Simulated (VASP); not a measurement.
# ZnCu (Pm-3m) in VASP: a series of runs, part 2 of 2

VASP 6.6.1. Earlier steps stand in the parts before.

### 3 Single point, PBE (volume scaled by 1.02)

The input, INCAR:

```
SYSTEM = ZnCu
ALGO = Fast ; EDIFF = 1E-7
ENCUT = 520 ; GGA = PE
ISIF = 2 ; ISMEAR = -1
LASPH = .True. ; LCHARG = .True.
LELF = .True. ; LREAL = .False.
LVHAR = .True. ; LWAVE = .False.
NBANDS = 18 ; NELM = 100
PREC = Accurate ; SIGMA = 0.05
```

The input, KPOINTS:

```
k-points
0
Gamma
  9 9 9
  0 0 0
```

The input, POSCAR:

```
ZnCu
1.0
    2.9645038797      0.0000000000      0.0000000000
    0.0000000000      2.9645038797      0.0000000000
    0.0000000000      0.0000000000      2.9645038797
Zn Cu
1 1
Direct
    0.5000000000      0.5000000000      0.5000000000
    0.0000000000      0.0000000000      0.0000000000
```

Potentials or basis: VASP PAW PBE potentials, release 64 (Zn, Cu).

Command:

```
$ cat potpaw_PBE.64/Zn/POTCAR potpaw_PBE.64/Cu/POTCAR > POTCAR
$ mpirun -np 1 vasp_std > vasp.out
```

OUTCAR:

```text
SYSTEM = ZnCu
   EDIFF = 1E-7
   ENCUT = 520
   GGA = PE
   ISIF = 2
   ISMEAR = -1
   LASPH = .True.
   LREAL = .False.
   NELM = 100
   PREC = Accurate

 ion  position               nearest neighbor table
   1  0.500  0.500  0.500-   2 2.57   2 2.57   2 2.57   2 2.57   2 2.57   2 2.57   2 2.57   2 2.57

   2  0.000  0.000  0.000-   1 2.57   1 2.57   1 2.57   1 2.57   1 2.57   1 2.57   1 2.57   1 2.57

  LATTYP: Found a simple cubic cell.
 ALAT       =     2.9645038797

  Lattice vectors:

 A1 = (   2.9645038797,   0.0000000000,   0.0000000000)
 A2 = (   0.0000000000,   2.9645038797,   0.0000000000)
 A3 = (   0.0000000000,   0.0000000000,   2.9645038797)

Analysis of symmetry for initial positions (statically):
=====================================================================
 Subroutine PRICEL returns:
 Original cell was already a primitive cell.

 Routine SETGRP: Setting up the symmetry group for a
 simple cubic supercell.

 Subroutine GETGRP returns: Found 48 space group operations
 (whereof 48 operations were pure point group operations)
 out of a pool of 48 trial point group operations.

The static configuration has the point symmetry O_h .

Analysis of symmetry for dynamics (positions and initial velocities):
=====================================================================
 Subroutine PRICEL returns:
 Original cell was already a primitive cell.

 Routine SETGRP: Setting up the symmetry group for a
 simple cubic supercell.

 Subroutine GETGRP returns: Found 48 space group operations
 (whereof 48 operations were pure point group operations)
 out of a pool of 48 trial point group operations.

The dynamic configuration has the point symmetry O_h .

 Subroutine INISYM returns: Found 48 space group operations
 (whereof 48 operations are pure point group operations),
 and found     1 'primitive' translations

----------------------------------------------------------------------------------------
[... 106 lines left out ...]
   EMIN   =  10.00;   EMAX   =-10.00  energy-range for DOS
   EFERMI =   0.00;   METHOD = LEGACY
   ISMEAR =    -1;   SIGMA  =   0.05  broadening in eV -4-tet -1-fermi 0-gaus
   EFERMI_NEDOS =   21; number of points for ismear=-14 and -15
   IALGO  =     68    algorithm
   IMIX   =      4    mixing-type and parameters
     AMIX     =   0.40;   BMIX     =  1.00
     AMIX_MAG =   1.60;   BMIX_MAG =  1.00
  volume/ion in A,a.u.               =      13.03        87.91
  Fermi-wavevector in a.u.,A,eV,Ry     =   1.570479  2.967775 33.557460  2.466404
  Thomas-Fermi vector in A             =   2.672206
   LORBIT       =      0    0 simple, 1 ext, 2 COOP (PROOUT), +10 PAW based schemes
   GGA     = PE    functional components
   LHFCALC =     F    Hartree Fock is set to
   AEXX    =    0.0000 exact exchange contribution
   IVDW    =     0    specifies the selected vdW correction
   LEPSILON=     F    determine dielectric tensor
   LRPA    =     F    only Hartree local field effects (RPA)
 non-spin polarized calculation
 RMM-DIIS sequential band-by-band and
  energy-cutoff  :      520.00
  volume of cell :       26.05
 maximum number of plane-waves:       739
 NGX is ok and might be reduce to    24
   NGX = 11   NGY = 11   NGZ = 11

 number of electron      23.0000020 magnetization

 Free energy of the ion-electron system (eV)
  ---------------------------------------------------
  ext. energy  EPLUGINS =         0.00000000
  ---------------------------------------------------
  free energy    TOTEN  =        -5.00236323 eV

  energy without entropy =       -4.99792712  energy(sigma->0) =       -5.00014517

 E-fermi :   5.4203     XC(G=0): -12.2908

 val. band max:        5.3650378855   @ k =   0.3333   0.3333   0.0000
 cond. band min:       5.5485121460   @ k =   0.4444   0.4444   0.2222
 fundamental gap:      0.1834742605
 Fermi energy:         5.4203440689

 k-point     1 :       0.0000    0.0000    0.0000
  band No.  band energies     occupation
      1      -4.8310      2.00000
      2      -2.4286      2.00000
      3      -2.4286      2.00000
      4      -1.7654      2.00000
      5      -1.7654      2.00000
      6      -1.7654      2.00000
[... 481 lines left out ...]
      5      -1.6825      2.00000
      6       0.3505      2.00000
[... 10 lines left out ...]
     17      20.4537      0.00000
     18      21.5651      0.00000

 [... further k-points ...]
[... 5 lines left out ...]
  --------------------------------------------------------------------------------------
  -------------------------------------------------------------------------------------
  Total        0.0981135      0.0981135      0.0981135     -0.0000000     -0.0000000      0.0000000
  in kB        6.0336932      6.0336932      6.0336932     -0.0000000     -0.0000000      0.0000000
  external PRESSURE =       6.0336932 kB  Pullay stress =       0.0000000 kB

 VOLUME and BASIS-vectors are now :
 -----------------------------------------------------------------------------
  energy-cutoff  :      520.00
  volume of cell :       26.05
      direct lattice vectors                 reciprocal lattice vectors
     2.964503880  0.000000000  0.000000000     0.337324571  0.000000000  0.000000000
     0.000000000  2.964503880  0.000000000     0.000000000  0.337324571  0.000000000
     0.000000000  0.000000000  2.964503880     0.000000000  0.000000000  0.337324571

 POSITION                                       TOTAL-FORCE (eV/Angst)
 -----------------------------------------------------------------------------------
      1.48225      1.48225      1.48225         0.000000      0.000000      0.000000
      0.00000      0.00000      0.00000         0.000000      0.000000      0.000000
 -----------------------------------------------------------------------------------
    total drift:                                0.000000      0.000000     -0.000000

  FREE ENERGIE OF THE ION-ELECTRON SYSTEM (eV)
  ---------------------------------------------------
  free  energy   TOTEN  =        -5.0023632275 eV

  energy  without entropy=       -4.9979271170  energy(sigma->0) =       -5.00014517
```

OSZICAR:

```text
N       E                     dE             d eps       ncg     rms          rms(c)
DAV:   1     0.116141147035E+03    0.11614E+03   -0.11164E+04  1340   0.208E+03
DAV:   2    -0.106015353958E+01   -0.11720E+03   -0.11206E+03  1266   0.301E+02
DAV:   3    -0.602673711061E+01   -0.49666E+01   -0.49349E+01  1454   0.761E+01
DAV:   4    -0.606656641405E+01   -0.39829E-01   -0.39816E-01  1478   0.627E+00
DAV:   5    -0.606711440836E+01   -0.54799E-03   -0.54799E-03  1424   0.754E-01    0.938E+00
RMM:   6    -0.594975532313E+01    0.11736E+00   -0.87508E+00  1457   0.464E+01    0.663E+00
RMM:   7    -0.501041833733E+01    0.93934E+00   -0.22250E+00  1425   0.230E+01    0.234E+00
RMM:   8    -0.500714755325E+01    0.32708E-02   -0.24657E-02  1472   0.249E+00    0.105E+00
RMM:   9    -0.500314483136E+01    0.40027E-02   -0.10344E-02  1457   0.162E+00    0.253E-01
RMM:  10    -0.500227011420E+01    0.87472E-03   -0.53713E-03  1511   0.944E-01    0.766E-02
RMM:  11    -0.500233211398E+01   -0.62000E-04   -0.95217E-04  1632   0.390E-01    0.237E-02
RMM:  12    -0.500237139904E+01   -0.39285E-04   -0.31482E-04  1577   0.193E-01    0.415E-02
RMM:  13    -0.500236329290E+01    0.81061E-05   -0.16802E-04  1588   0.196E-01    0.215E-02
RMM:  14    -0.500236148875E+01    0.18041E-05   -0.52016E-05  1652   0.676E-02    0.486E-03
RMM:  15    -0.500236303976E+01   -0.15510E-05   -0.17308E-05  1525   0.345E-02    0.127E-03
RMM:  16    -0.500236330247E+01   -0.26272E-06   -0.17125E-06  1396   0.120E-02    0.300E-03
RMM:  17    -0.500236322749E+01    0.74983E-07   -0.90057E-07  1338   0.135E-02
   1 F= -.50023632E+01 E0= -.50001452E+01  d E =-.443611E-02
```

It took 37 s on 1 thread of AMD EPYC 7R43 (Zen 3), shared host; peak memory 0.1 GiB.

Results:

- Free energy: -5.0024 eV
- Pressure: 0.6 GPa

Levels at points of the mesh, in eV from the Fermi level:
| k point | band 8 | band 9 | band 10 | band 11 | band 12 | band 13 | band 14 | band 15 |
| --- | --- | --- | --- | --- | --- | --- | --- | --- |
| (0.00, 0.00, 0.00) | -3.59 | -2.77 | -2.77 | -2.77 | 6.09 | 6.09 | 6.09 | 11.07 |
